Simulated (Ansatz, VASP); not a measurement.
# CuO in VASP and in Ansatz

File INCAR:

```
ALGO = Normal ; EDIFF = 1E-6
ENCUT = 520 ; GGA = PS
ISIF = 2 ; ISMEAR = 0
ISPIN = 2 ; LASPH = T
LCHARG = F ; LDAU = T
LDAUJ = 0 0 ; LDAUL = 2 -1
LDAUPRINT = 1 ; LDAUTYPE = 2
LDAUU = 1 0 ; LMAXMIX = 4
LORBIT = 11 ; LREAL = F
LWAVE = F ; MAGMOM = 0.29 -0.29 0 0
NBANDS = 29 ; NELM = 150
PREC = Accurate ; SIGMA = 0.05
```

The input KPOINTS:

```
k-points
0
Gamma
  7 7 4
```

The input POSCAR:

```
CuO
1.0
    2.3446497600     -1.7133998200      0.0000000000
    2.3446497600      1.7133998200      0.0000000000
   -0.8605499100      0.0000000000      5.0594394800
Cu O
2 2
Direct
    0.0032000000      0.4968000000      0.0000000000
    0.4968000000      0.0032000000      0.5000000000
    0.5714000000      0.4056000000      0.2537000000
    0.4056000000      0.5714000000      0.7537000000
```

Input for Ansatz:

```yaml
crystal:
  lattice:
    - [2.34464976, -1.71339982, 0.0]
    - [2.34464976, 1.71339982, 0.0]
    - [-0.86054991, 0.0, 5.05943948]
  atoms:
    - { symbol: Cu, position: [0.0032, 0.4968, 0.0], spin: 1.0 }
    - { symbol: Cu, position: [0.4968, 0.0032, 0.5], spin: -1.0 }
    - { symbol: O, position: [0.5714, 0.4056, 0.2537] }
    - { symbol: O, position: [0.4056, 0.5714, 0.7537] }
basis:
  ecutwfc: 420
  ecutrho_ratio: 4
kpoints:
  mp_grid: { grid: [7, 7, 4] }
hamiltonian:
  xc: pbesol
  hubbard:
    sites:
      - { site: 0, l: d, u_eff: 1.0, starting_ns: [{ spin: up, occupation_matrix: s0up }, { spin: down, occupation_matrix: s0down }] }
      - { site: 1, l: d, u_eff: 1.0, starting_ns: [{ spin: up, occupation_matrix: s1up }, { spin: down, occupation_matrix: s1down }] }
    occupation_matrices:
      s0up:
        matrix:
          - [0.97, 0.0, 0.0, 0.0, 0.0]
          - [0.0, 0.97, 0.0, 0.0, 0.0]
          - [0.0, 0.0, 0.97, 0.0, 0.0]
          - [0.0, 0.0, 0.0, 0.97, 0.0]
          - [0.0, 0.0, 0.0, 0.0, 0.97]
      s0down:
        matrix:
          - [0.96981, 0.01033, -0.00763, 0.00323, 0.00118]
          - [0.01033, 0.39667, 0.42354, -0.1793, -0.06567]
          - [-0.00763, 0.42354, 0.65711, 0.13246, 0.04851]
          - [0.00323, -0.1793, 0.13246, 0.91392, -0.02054]
          - [0.00118, -0.06567, 0.04851, -0.02054, 0.96248]
      s1up:
        matrix:
          - [0.96981, 0.01033, 0.00763, 0.00323, -0.00118]
          - [0.01033, 0.39667, -0.42354, -0.1793, 0.06567]
          - [0.00763, -0.42354, 0.65711, -0.13246, 0.04851]
          - [0.00323, -0.1793, -0.13246, 0.91392, 0.02054]
          - [-0.00118, 0.06567, 0.04851, 0.02054, 0.96248]
      s1down:
        matrix:
          - [0.97, 0.0, 0.0, 0.0, 0.0]
          - [0.0, 0.97, 0.0, 0.0, 0.0]
          - [0.0, 0.0, 0.97, 0.0, 0.0]
          - [0.0, 0.0, 0.0, 0.97, 0.0]
          - [0.0, 0.0, 0.0, 0.0, 0.97]
    ns_hold: { iters: 8 }
scf:
  occupations: { method: gaussian, width: 0.05 }
  lower_state_search: "off"
  max_iter: 150
output:
  forces: true
  stress: true
  eigenvalues: true
  populations: true
  hubbard: { sites: [{ site: 0, l: d }, { site: 1, l: d }] }
  write_density: true
  write_potential: true
  elf: true
  volumetric_format: npy
magnetization:
  spin_polarized: true
```

Alike in both runs: task single point; functional PBEsol; k mesh 7 × 7 × 4; occupations gaussian, width 0.05 eV; collinear spin; Hubbard terms Cu d U = 1.0 eV.

|  | VASP | Ansatz |
| --- | --- | --- |
| version | VASP 6.6.1 | Ansatz 0.2.0 |
| potentials or method | VASP PAW PBE potentials, release 64 (Cu, O), cutoff 520 eV | scalar-relativistic, plane waves, PAW |
| valence electrons in the cell | 34 | 50 |

|  | VASP | Ansatz | Ansatz less VASP |
| --- | --- | --- | --- |
| gap on the k mesh at the Fermi level (eV) | none | none | - |
| pressure (GPa) | -2.7 | -2.2 | +0.49 |
| traceless stress, the component that is largest in VASP (GPa) | 1.64 | 1.83 | +0.188 |
| rms of the force components (eV/Å) | 0.423 | 0.428 | +0.0043 |
| net moment per atom (μB) | 0.00 | 0.00 | 0.000 |
| size of the moment on the site where the two differ most (μB) | 0.30 | 0.26 | -0.038 |

VASP's potentials were made for PBE, not for PBEsol. Site moments also hang on the region over which each program counts them. The programs project onto different local orbitals, so the same U acts differently, and such runs can settle in different states. Atom by atom the forces differ by 0.017 eV/Å (rms over components). A gap of «none» marks a metal or a gap that the smearing closes. VASP's potentials hold 34 valence electrons a cell and Ansatz's 50, so a difference there can come from the potentials and not from the codes. Ansatz's warnings: filled band counts differ across k points.
